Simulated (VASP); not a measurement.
Runs of VASP 6.6.1 on InP. The structure is that of space group F-43m (No. 216), or close to it. The cells are those of the table. 

| cell | gap on the mesh (eV) | pressure (GPa) |
| --- | --- | --- |
| a = 4.144 Å, angles 60.0°, 2 atoms | (b) | 1.6 |
| a = 4.135 Å, angles 60.0°, 2 atoms | 1.21 | 2.1 |
| a = 4.003 Å, angles 60.0°, 2 atoms | 1.77 | (c) |
| a = 4.312 Å, angles 60.0°, 2 atoms | 0.47 | (a) |

Alike in all rows: level r2SCAN; potentials or basis VASP PAW PBE potentials, release 64 (In_d, P); no spin polarisation; k mesh 8 × 8 × 8; cutoff (eV) 520.

Q: Fill in the values left out.

A: (a) -5.3; (b) 1.17; (c) 11.5.

Caveats: the PAW data sets were made with another functional, which shifts forces and pressure a little; spin-orbit coupling is left out, which moves the levels of the heavy elements; the cell stands under pressure (at least some runs); the cell stands under tension (at least some runs).

A k mesh can miss the band edges, and the runs leave out spin-orbit coupling on In.
